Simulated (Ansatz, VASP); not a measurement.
## CaO: VASP beside Ansatz

File INCAR:

```
ALGO = Normal
EDIFF = 1E-6
ENCUT = 520
GGA = PE
ISIF = 2
ISMEAR = 0
LASPH = True
LCHARG = False
LREAL = False
LWAVE = False
NBANDS = 24
NELM = 80
PREC = Accurate
SIGMA = 0.05
```

The input KPOINTS:

```
k-points
0
Gamma
  9 9 6
```

Contents of POSCAR:

```
CaO
1.0
    3.9111648686      0.0000000000      0.0000000000
   -1.9555824343      3.6417303022      0.0000000000
    0.0000000000      0.0000000000      4.6793913223
Ca O
2 2
Direct
    0.3333333333      0.6666666667      0.7500000000
    0.6666666667      0.3333333333      0.2500000000
    0.3333333333      0.6666666667      0.2500000000
    0.6666666667      0.3333333333      0.7500000000
```

Input for Ansatz:

```yaml
crystal:
  lattice:
    - [3.9111648686, 0.0, 0.0]
    - [-1.9555824343, 3.6417303022, 0.0]
    - [0.0, 0.0, 4.6793913223]
  atoms:
    - { symbol: Ca, position: [0.3333333333, 0.6666666667, 0.75] }
    - { symbol: Ca, position: [0.6666666667, 0.3333333333, 0.25] }
    - { symbol: O, position: [0.3333333333, 0.6666666667, 0.25] }
    - { symbol: O, position: [0.6666666667, 0.3333333333, 0.75] }
basis:
  ecutwfc: 520.0
kpoints:
  mp_grid: { grid: [9, 9, 6] }
hamiltonian:
  xc: pbe
scf:
  occupations: { method: gaussian, width: 0.05 }
output:
  forces: true
  stress: true
  eigenvalues: true
```

Change from the starting cell: strain +e along x and -e along y -0.0367, strain +e along z and -e/2 along x and y -0.0267.

Alike in both runs: task single point; functional PBE; k mesh 9 × 9 × 6; occupations gaussian, width 0.05 eV; no spin polarisation.

|  | VASP | Ansatz |
| --- | --- | --- |
| version | VASP 6.6.1 | Ansatz 0.2.0 |
| potentials or method | VASP PAW PBE potentials, release 64 (Ca_sv, O), cutoff 520 eV | scalar-relativistic, plane waves, PAW |
| valence electrons in the cell | 32 | 32 |

```csv
,VASP,Ansatz,Ansatz less VASP
gap on the k mesh at the Fermi level (eV),3.01,3.03,+0.016
least direct gap on the mesh (eV),3.01,3.03,+0.016
pressure (GPa),1.4,0.9,-0.50
"traceless stress, the component that is largest in VASP (GPa)",-4.29,-4.14,+0.144
rms of the force components (eV/Å),0.178,0.168,-0.0100
```

Atom by atom the forces differ by 0.010 eV/Å (rms over components).
